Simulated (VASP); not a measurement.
Runs of VASP 6.6.1 on Hg. The structure is that of space group R-3m (No. 166), or close to it. The cells are those of the table. 

```tsv
task	cell	gap on the mesh (eV)	pressure (GPa)	relaxed volume (Å³/atom)
relaxation of shape and atoms at fixed volume	relaxed from a = 3.153 Å, angles 80.7°, 1 atom	none	-0.2	30.22
relaxation of shape and atoms at fixed volume	relaxed from a = 3.091 Å, angles 80.7°, 1 atom	none	0.7	-
relaxation of cell and atoms	relaxed from a = 3.122 Å, angles 80.7°, 1 atom	none	0.0	29.83
relaxation of shape and atoms at fixed volume	relaxed from a = 3.064 Å, angles 80.0°, 1 atom	none	1.3	-
relaxation of shape and atoms at fixed volume	relaxed from a = 3.183 Å, angles 80.7°, 1 atom	none	-0.4	(a)
```

Alike in all rows: level PBE; potentials or basis VASP PAW PBE potentials, release 64 (Hg); no spin polarisation; k mesh 15 × 15 × 15; cutoff (eV) 600; smearing gaussian 0.1 eV.

**Question.** Estimate the missing entries.

**Answer.** (a) 31.10.

Caveats: spin-orbit coupling is left out, which moves the levels of the heavy elements.

A k mesh can miss the band edges, and the runs leave out spin-orbit coupling on Hg.

A gap of «none» marks levels without a gap at the run's occupations.
